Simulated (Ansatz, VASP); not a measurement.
**One calculation of Ba2Re, two programs**

```
Ba Re
1.0
     6.36510    0.00000    0.00000
     0.00000    6.36510    0.00000
     0.00000    0.00000    6.36510
Ba Re
4 2
Direct
  0.25000 0.25000 0.25000
  0.25000 0.75000 0.75000
  0.75000 0.75000 0.25000
  0.75000 0.25000 0.75000
  0.00000 0.00000 0.00000
  0.50000 0.50000 0.50000
```

Alike in both runs: functional PBE; k mesh 6 × 6 × 6; occupations gaussian, width 0.1 eV; no spin polarisation.

Ansatz relaxed the structure, and its values are those at the end. VASP's run is a single point on that final structure, the one shown.

|  | VASP | Ansatz |
| --- | --- | --- |
| version | VASP 6.6.1 | Ansatz 0.2.0 |
| potentials or method | VASP PAW PBE potentials, release 64 (Ba_sv, Re_sv_GW), cutoff 560 eV | scalar-relativistic, plane waves, PAW |
| valence electrons in the cell | 70 | 70 |

|  | VASP | Ansatz | Ansatz less VASP |
| --- | --- | --- | --- |
| gap on the k mesh at the Fermi level (eV) | none | none | - |
| pressure (GPa) | 1.4 | 0.0 | -1.41 |

A gap of «none» marks a metal or a gap that the smearing closes. With one functional, cell and mesh, what is left measures potentials, basis and numerics.

Spin-orbit coupling is off throughout.
